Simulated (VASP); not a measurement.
# V (Im-3m) in VASP: a series of runs

Runs on V. Level: PBE. Tasks: single point.

Program: VASP 6.6.1. These are calculated values, not measurements. Logs are shortened: lines on timing, memory, paths and dates and some standing lists are left out, and cuts for length are marked.

### 1 The cell of the first run

It takes space group Im-3m (No. 229, cubic). The conventional cell has a = 2.998 Å, b = 2.998 Å, c = 2.998 Å, α = 90.00°, β = 90.00°, γ = 90.00°. Within 3.4 Å of V (site symmetry m-3m) lie 14 V at 2.60 to 3.00 Å.

### 2 Single point, PBE

The input, INCAR:

```
SYSTEM = V
  PREC = Accurate
  ENCUT = 520
  EDIFF = 1E-7
  ISMEAR = 0
  SIGMA = 1.0
  LREAL = .False.
  LASPH = .True.
  NELM = 60
  ALGO = Normal
  ISIF = 2
  LWAVE = .False.
  LCHARG = .False.
  GGA = PE
  NBANDS = 12
```

The input, KPOINTS:

```
Automatic mesh
0
Gamma
  15 15 15
  0 0 0
```

The input, POSCAR:

```
V
1.0
   -1.4991761207      1.4991761207      1.4991761207
    1.4991761207     -1.4991761207      1.4991761207
    1.4991761207      1.4991761207     -1.4991761207
V
1
Direct
    0.0000000000      0.0000000000      0.0000000000
```

Potentials or basis: VASP PAW PBE potentials, release 64 (V_sv).

Started as:

```
$ cat potpaw_PBE.64/V_sv/POTCAR > POTCAR
$ mpirun -np 1 vasp_std > vasp.out
```

OUTCAR:

```text
SYSTEM = V
   PREC = Accurate
   ENCUT = 520
   EDIFF = 1E-7
   ISMEAR = 0
   LREAL = .False.
   LASPH = .True.
   NELM = 60
   ISIF = 2
   GGA = PE

 ion  position               nearest neighbor table
   1  0.000  0.000  0.000-

  LATTYP: Found a body centered cubic cell.
 ALAT       =     2.9983522414

  Lattice vectors:

 A1 = (  -1.4991761207,   1.4991761207,   1.4991761207)
 A2 = (   1.4991761207,  -1.4991761207,   1.4991761207)
 A3 = (   1.4991761207,   1.4991761207,  -1.4991761207)

Analysis of symmetry for initial positions (statically):
=====================================================================
 Subroutine PRICEL returns:
 Original cell was already a primitive cell.

 Routine SETGRP: Setting up the symmetry group for a
 body centered cubic supercell.

 Subroutine GETGRP returns: Found 48 space group operations
 (whereof 48 operations were pure point group operations)
 out of a pool of 48 trial point group operations.

The static configuration has the point symmetry O_h .

Analysis of symmetry for dynamics (positions and initial velocities):
=====================================================================
 Subroutine PRICEL returns:
 Original cell was already a primitive cell.

 Routine SETGRP: Setting up the symmetry group for a
 body centered cubic supercell.

 Subroutine GETGRP returns: Found 48 space group operations
 (whereof 48 operations were pure point group operations)
 out of a pool of 48 trial point group operations.

The dynamic configuration has the point symmetry O_h .

 Subroutine INISYM returns: Found 48 space group operations
 (whereof 48 operations are pure point group operations),
 and found     1 'primitive' translations

----------------------------------------------------------------------------------------

                                     Primitive cell

  volume of cell :      13.4778

  direct lattice vectors                    reciprocal lattice vectors
    -1.499176121  1.499176121  1.499176121     0.000000000  0.333516518  0.333516518
     1.499176121 -1.499176121  1.499176121     0.333516518  0.000000000  0.333516518
     1.499176121  1.499176121 -1.499176121     0.333516518  0.333516518  0.000000000

  length of vectors
     2.596649211  2.596649211  2.596649211     0.471663583  0.471663583  0.471663583

  position of ions in fractional coordinates (direct lattice)
     0.000000000  0.000000000  0.000000000

  ion indices of the primitive-cell ions
   primitive index   ion index
                 1           1

----------------------------------------------------------------------------------------

 KPOINTS: Automatic mesh

Automatic generation of k-mesh.
 Grid dimensions read from file:
 generate k-points for:   15   15   15

 Generating k-lattice:

  Cartesian coordinates                     Fractional coordinates (reciprocal lattice)
     0.000000000  0.022234435  0.022234435     0.066666667  0.000000000  0.000000000
     0.022234435  0.000000000  0.022234435     0.000000000  0.066666667  0.000000000
     0.022234435  0.022234435  0.000000000     0.000000000  0.000000000  0.066666667

  Length of vectors
     0.031444239  0.031444239  0.031444239

  Shift w.r.t. Gamma in fractional coordinates (k-lattice)
     0.000000000  0.000000000  0.000000000

 Subroutine IBZKPT returns following result:
 ===========================================

 Found    120 irreducible k-points:

 Following reciprocal coordinates:
            Coordinates               Weight
  0.000000  0.000000  0.000000      1.000000
  0.066667  0.000000  0.000000     12.000000
  0.133333  0.000000  0.000000     12.000000
  0.200000  0.000000  0.000000     12.000000
  0.266667  0.000000  0.000000     12.000000
  0.333333  0.000000  0.000000     12.000000
[... 16 lines left out ...]
  0.333333  0.200000  0.000000     48.000000
  0.400000  0.200000  0.000000     24.000000
 [... further k-points ...]
   k-points           NKPTS =    120   k-points in BZ     NKDIM =    120   number of bands    NBANDS=     12
   number of dos      NEDOS =    301   number of ions     NIONS =      1
   total plane-waves  NPLWV =   8000
   dimension x,y,z NGX =    20 NGY =   20 NGZ =   20
   dimension x,y,z NGXF=    40 NGYF=   40 NGZF=   40
   ions per type =               1
   NGX,Y,Z   is equivalent  to a cutoff of  12.80, 12.80, 12.80 a.u.
   NGXF,Y,Z  is equivalent  to a cutoff of  25.61, 25.61, 25.61 a.u.
 SYSTEM =  V
   PREC   = accura    normal or accurate (medium, high low for compatibility)
   ISTART =      0    job   : 0-new  1-cont  2-samecut
   ICHARG =      2    charge: 1-file 2-atom 10-const
   ISPIN  =      1    spin polarized calculation?
   LNONCOLLINEAR =      F non collinear calculations
   LSORBIT =      F    spin-orbit coupling
   LASPH  =      T    aspherical Exc in radial PAW
   ENCUT  =  520.0 eV  38.22 Ry    6.18 a.u.   4.83  4.83  4.83*2*pi/ulx,y,z
   NELM   =     60;   NELMIN=  2; NELMDL= -5     # of ELM steps
   EDIFF  = 0.1E-06   stopping-criterion for ELM
   LREAL  =      F    real-space projection
   EDIFFG = 0.1E-05   stopping-criterion for IOM
   NSW    =      0    number of steps for IOM
   IBRION =     -1    ionic relax: 0-MD 1-quasi-New 2-CG
   NFREE  =      0    steps in history (QN), initial steepest desc. (CG)
   ISIF   =      2    stress and relaxation
   ISYM   =      2    0-nonsym 1-usesym 2-fastsym
   POTIM  = 0.5000    time-step for ionic-motion
   TEBEG  =    0.0;   TEEND  =   0.0 temperature during run
   PSTRESS=    0.0 pullay stress
   NELECT =      13.0000    total number of electrons
   NUPDOWN=      -1.0000    fix difference up-down
   EMIN   =  10.00;   EMAX   =-10.00  energy-range for DOS
   EFERMI =   0.00;   METHOD = LEGACY
   ISMEAR =     0;   SIGMA  =   1.00  broadening in eV -4-tet -1-fermi 0-gaus
   EFERMI_NEDOS =   21; number of points for ismear=-14 and -15
   IALGO  =     38    algorithm
   IMIX   =      4    mixing-type and parameters
     AMIX     =   0.40;   BMIX     =  1.00
     AMIX_MAG =   1.60;   BMIX_MAG =  1.00
  volume/ion in A,a.u.               =      13.48        90.95
  Fermi-wavevector in a.u.,A,eV,Ry     =   1.617521  3.056672 35.597938  2.616375
  Thomas-Fermi vector in A             =   2.711933
   LORBIT       =      0    0 simple, 1 ext, 2 COOP (PROOUT), +10 PAW based schemes
   GGA     = PE    functional components
   LHFCALC =     F    Hartree Fock is set to
   AEXX    =    0.0000 exact exchange contribution
   IVDW    =     0    specifies the selected vdW correction
   LEPSILON=     F    determine dielectric tensor
   LRPA    =     F    only Hartree local field effects (RPA)
 non-spin polarized calculation
 Gauss-broadening in eV      SIGMA  =   1.00
  energy-cutoff  :      520.00
  volume of cell :       13.48
 maximum number of plane-waves:       374
   NGX =  9   NGY =  9   NGZ =  9

 number of electron      12.9999989 magnetization

 Free energy of the ion-electron system (eV)
  ---------------------------------------------------
  ext. energy  EPLUGINS =         0.00000000
  ---------------------------------------------------
  free energy    TOTEN  =        -9.36029143 eV

  energy without entropy =       -8.69358926  energy(sigma->0) =       -9.02694034

 E-fermi :   9.9158     XC(G=0): -12.8969

 val. band max:        9.8864066079   @ k =  -0.2000   0.2000   0.0667
 cond. band min:       9.9218516566   @ k =  -0.1333   0.2000   0.0667
 fundamental gap:      0.0354450487
 Fermi energy:         9.9157650183

 k-point     1 :       0.0000    0.0000    0.0000
  band No.  band energies     occupation
      1     -53.9648      2.00000
      2     -27.2688      2.00000
      3     -27.2688      2.00000
      4     -27.2688      2.00000
      5       3.1167      2.00000
      6      10.1484      0.74220
      7      10.1484      0.74220
      8      10.1484      0.74220
      9      12.1618      0.00149
     10      12.1618      0.00149
     11      30.1788      0.00000
     12      30.1788      0.00000

 k-point     2 :       0.0667    0.0000    0.0000
  band No.  band energies     occupation
      1     -53.9563      2.00000
      2     -27.3095      2.00000
      3     -27.2812      2.00000
      4     -27.2691      2.00000
      5       3.2963      2.00000
      6      10.0717      0.82547
      7      10.1314      0.76043
      8      10.2763      0.61011
      9      12.0740      0.00227
     10      12.1667      0.00146
     11      29.8612      0.00000
     12      30.1497      0.00000

 k-point     3 :       0.1333    0.0000    0.0000
  band No.  band energies     occupation
      1     -53.9325      2.00000
      2     -27.4235      2.00000
      3     -27.3161      2.00000
      4     -27.2699      2.00000
      5       3.8133      2.00000
      6       9.8608      1.06197
      7      10.0471      0.85266
      8      10.6489      0.29984
      9      11.8960      0.00510
     10      12.1856      0.00133
     11      28.8991      0.00000
     12      29.8767      0.00000

 k-point     4 :       0.2000    0.0000    0.0000
  band No.  band energies     occupation
      1     -53.8971      2.00000
      2     -27.5890      2.00000
      3     -27.3673      2.00000
      4     -27.2711      2.00000
      5       4.5948      2.00000
      6       9.5645      1.38063
      7       9.8557      1.06768
      8      11.2305      0.06298
      9      11.8024      0.00763
     10      12.2265      0.00108
     11      27.3146      0.00000
     12      29.0937      0.00000

 k-point     5 :       0.2667    0.0000    0.0000
  band No.  band energies     occupation
      1     -53.8563      2.00000
      2     -27.7758      2.00000
      3     -27.4255      2.00000
      4     -27.2725      2.00000
      5       5.4829      2.00000
      6       9.2430      1.65861
      7       9.6837      1.25724
      8      11.8613      0.00593
      9      11.9572      0.00389
     10      12.2937      0.00077
     11      25.3005      0.00000
     12      27.9832      0.00000

 k-point     6 :       0.3333    0.0000    0.0000
  band No.  band energies     occupation
      1     -53.8170      2.00000
      2     -27.9513      2.00000
      3     -27.4808      2.00000
      4     -27.2739      2.00000
      5       6.1896      2.00000
      6       8.9519      1.82713
      7       9.8517      1.07221
      8      12.0026      0.00316
      9      12.3801      0.00049
     10      12.7286      0.00007
     11      23.1722      0.00000
     12      26.9029      0.00000

 k-point     7 :       0.4000    0.0000    0.0000
  band No.  band energies     occupation
      1     -53.7861      2.00000
      2     -28.0863      2.00000
      3     -27.5236      2.00000
      4     -27.2751      2.00000
      5       6.4931      2.00000
      6       8.7344      1.90521
      7      10.5139      0.39762
      8      12.1300      0.00174
      9      12.4641      0.00031
     10      13.4013      0.00000
     11      21.2755      0.00000
     12      26.0799      0.00000

 k-point     8 :       0.4667    0.0000    0.0000
  band No.  band energies     occupation
      1     -53.7691      2.00000
      2     -28.1595      2.00000
      3     -27.5470      2.00000
      4     -27.2757      2.00000
      5       6.5462      2.00000
      6       8.6188      1.93338
      7      11.2192      0.06529
      8      12.1672      0.00145
      9      12.5168      0.00023
     10      13.8035      0.00000
     11      20.0650      0.00000
     12      25.6386      0.00000
[... 166 lines left out ...]
 k-point    20 :       0.4000    0.1333    0.0000
  band No.  band energies     occupation
      1     -53.7612      2.00000
      2     -28.1103      2.00000
      3     -27.5976      2.00000
      4     -27.3262      2.00000
      5       6.9647      1.99997
      6       8.6652      1.92303
      7      10.2006      0.68709
      8      12.0837      0.00217
      9      12.7783      0.00005
     10      14.8899      0.00000
     11      20.0238      0.00000
     12      24.6972      0.00000

 k-point    21 :       0.2000    0.2000    0.0000
  band No.  band energies     occupation
      1     -53.8076      2.00000
      2     -27.9183      2.00000
      3     -27.5087      2.00000
      4     -27.3389      2.00000
      5       6.7024      1.99999
      6       8.8819      1.85628
      7       9.2414      1.65975
      8      11.7247      0.01052
      9      12.5536      0.00019
     10      13.4357      0.00000
     11      24.3677      0.00000
     12      24.8450      0.00000

 k-point    22 :       0.2667    0.2000    0.0000
  band No.  band energies     occupation
      1     -53.7785      2.00000
      2     -27.9964      2.00000
      3     -27.5899      2.00000
      4     -27.3509      2.00000
      5       7.2596      1.99983
      6       8.6891      1.91721
      7       9.2912      1.62290
      8      11.8824      0.00541
      9      12.6235      0.00013
     10      14.4863      0.00000
     11      22.4574      0.00000
     12      23.8575      0.00000

 k-point    23 :       0.3333    0.2000    0.0000
  band No.  band energies     occupation
      1     -53.7587      2.00000
      2     -28.0422      2.00000
      3     -27.6540      2.00000
      4     -27.3567      2.00000
      5       7.4128      1.99960
      6       8.6598      1.92431
      7       9.5085      1.43535
      8      12.0476      0.00257
      9      12.6912      0.00009
     10      15.5378      0.00000
     11      20.6287      0.00000
     12      23.2974      0.00000

 k-point    24 :       0.4000    0.2000    0.0000
  band No.  band energies     occupation
      1     -53.7517      2.00000
      2     -28.0569      2.00000
      3     -27.6785      2.00000
      4     -27.3585      2.00000
      5       7.4141      1.99960
      6       8.6601      1.92424
      7       9.6380      1.30556
      8      12.1079      0.00193
      9      12.7389      0.00007
     10      16.1153      0.00000
     11      19.7575      0.00000
     12      23.0934      0.00000

 [... further k-points ...]
[... 5 lines left out ...]
  --------------------------------------------------------------------------------------
  -------------------------------------------------------------------------------------
  Total        0.3784308      0.3784308      0.3784308     -0.0000000      0.0000000     -0.0000000
  in kB       44.9861838     44.9861838     44.9861838     -0.0000000      0.0000000     -0.0000000
  external PRESSURE =      44.9861838 kB  Pullay stress =       0.0000000 kB

 VOLUME and BASIS-vectors are now :
 -----------------------------------------------------------------------------
  energy-cutoff  :      520.00
  volume of cell :       13.48
      direct lattice vectors                 reciprocal lattice vectors
    -1.499176121  1.499176121  1.499176121     0.000000000  0.333516518  0.333516518
     1.499176121 -1.499176121  1.499176121     0.333516518  0.000000000  0.333516518
     1.499176121  1.499176121 -1.499176121     0.333516518  0.333516518  0.000000000

 POSITION                                       TOTAL-FORCE (eV/Angst)
 -----------------------------------------------------------------------------------
      0.00000      0.00000      0.00000        -0.000000      0.000000     -0.000000
 -----------------------------------------------------------------------------------
    total drift:                                0.000000     -0.000000      0.000000

  FREE ENERGIE OF THE ION-ELECTRON SYSTEM (eV)
  ---------------------------------------------------
  free  energy   TOTEN  =        -9.3602914300 eV

  energy  without entropy=       -8.6935892588  energy(sigma->0) =       -9.02694034
```

It took 26 s on 1 thread of Intel Xeon 8259CL, shared host; peak memory 0.14 GiB.

What came out:

```
Free energy : -9.3603 eV
Pressure    : 4.5 GPa
```

Levels at points of the mesh, in eV from the Fermi level:
```csv
k point,band 5,band 6,band 7,band 8,band 9,band 10
"(0.00, 0.00, 0.00)",-6.80,0.23,0.23,0.23,2.25,2.25
```

[end of part 1 of 2]
